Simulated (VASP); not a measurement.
TiO2: relaxation of the atoms with PBEsol

The system is TiO2, a slab with vacuum.

```
O Ti
1.0
     3.77067    0.00000    0.00000
     0.00000    3.77067    0.00000
     0.00000    0.00000   30.12866
O Ti
14 7
Direct
  0.00000 0.00000 0.24893
  0.50000 0.50000 0.27579
  0.50000 0.00000 0.32815
  0.00000 0.50000 0.35500
  0.50000 0.50000 0.40736
  0.00000 0.00000 0.43422
  0.00000 0.50000 0.48657
  0.50000 0.00000 0.51343
  0.00000 0.00000 0.56578
  0.50000 0.50000 0.59264
  0.50000 0.00000 0.64500
  0.00000 0.50000 0.67185
  0.50000 0.50000 0.72421
  0.00000 0.00000 0.75107
  0.50000 0.00000 0.26236
  0.50000 0.50000 0.34157
  0.00000 0.50000 0.42079
  0.00000 0.00000 0.50000
  0.50000 0.00000 0.57921
  0.50000 0.50000 0.65843
  0.00000 0.50000 0.73764
```

```json
{"Program": "VASP 6.6.1", "Task": "relaxation of the atoms", "Functional": "PBEsol", "Potentials or basis": "VASP PAW PBE potentials, release 64 (O, Ti_sv)", "Cutoff": "520 eV", "k mesh": "7 × 7 × 1", "Occupations": "gaussian, width 0.05 eV", "Spin": "no spin polarisation", "Dipole correction": "yes", "Further INCAR settings": "LREAL = Auto; ALGO = Normal; EDIFF = 1e-06; IBRION = 2; EDIFFG = -0.02; NSW = 80"}
```

The energy gained by relaxing is 4.6 meV/atom. The ionic steps are 11 and the largest force after relaxing is 0.011 eV/Å. The band gap on the k mesh is 1.41 eV (least direct gap 1.75 eV).

Forces in eV/Å, atoms in the order of the input:
```
O    0.000  0.000 -0.008
O    0.000  0.000 -0.001
O    0.000  0.000  0.003
O    0.000  0.000  0.001
O    0.000  0.000  0.006
O    0.000  0.000 -0.009
O    0.000  0.000 -0.011
O    0.000  0.000  0.011
O    0.000  0.000  0.009
O    0.000  0.000 -0.006
O    0.000  0.000 -0.001
O    0.000  0.000 -0.003
O    0.000  0.000  0.001
O    0.000  0.000  0.008
Ti   0.000  0.000 -0.004
Ti   0.000  0.000 -0.005
Ti   0.000  0.000  0.006
Ti   0.000  0.000  0.000
Ti   0.000  0.000 -0.006
Ti   0.000  0.000  0.005
Ti   0.000  0.000  0.004
```

Step by step:
| step | energy change (eV) | largest force (eV/Å) | pressure (GPa) |
| --- | --- | --- | --- |
| 1 | 0.0000 | 1.4193 | -1.93 |
| 2 | -0.0630 | 0.8406 | -1.35 |
| 3 | -0.0892 | 0.2640 | -1.58 |
| 4 | -0.0893 | 0.2645 | -1.57 |
| 5 | -0.0949 | 0.2087 | -1.53 |
| 6 | -0.0953 | 0.0961 | -1.53 |
| 7 | -0.0968 | 0.0718 | -1.54 |
| 8 | -0.0968 | 0.0838 | -1.54 |
| 9 | -0.0971 | 0.0351 | -1.55 |
| 10 | -0.0971 | 0.0276 | -1.54 |
| 11 | -0.0972 | 0.0112 | -1.55 |

Final structure:
```
CELL_PARAMETERS angstrom
3.77067 0.00000 0.00000
0.00000 3.77067 0.00000
0.00000 0.00000 30.12866
ATOMIC_POSITIONS crystal
O 0.00000 0.00000 0.24798
O 0.50000 0.50000 0.27615
O 0.50000 0.00000 0.32772
O 0.00000 0.50000 0.35494
O 0.50000 0.50000 0.40711
O 0.00000 0.00000 0.43414
O 0.00000 0.50000 0.48660
O 0.50000 0.00000 0.51340
O 0.00000 0.00000 0.56586
O 0.50000 0.50000 0.59289
O 0.50000 0.00000 0.64506
O 0.00000 0.50000 0.67228
O 0.50000 0.50000 0.72385
O 0.00000 0.00000 0.75202
Ti 0.50000 0.00000 0.26403
Ti 0.50000 0.50000 0.34115
Ti 0.00000 0.50000 0.42069
Ti 0.00000 0.00000 0.50000
Ti 0.50000 0.00000 0.57931
Ti 0.50000 0.50000 0.65885
Ti 0.00000 0.50000 0.73597
```

Levels at points of the mesh, in eV from the valence-band top:
| k point | band 81 | band 82 | band 83 | band 84 | band 85 | band 86 | band 87 | band 88 |
| --- | --- | --- | --- | --- | --- | --- | --- | --- |
| (0.00, 0.00, 0.00) | -0.84 | -0.84 | -0.34 | -0.34 | 1.41 | 1.51 | 1.67 | 1.86 |

Run time: 18 min on 4 MPI ranks on Intel(R) Xeon(R) Platinum 8488C (Sapphire Rapids), on a shared host, peak memory 0.63 GiB a rank.

Caveat: the PAW data sets were made with another functional, which shifts forces and pressure a little.
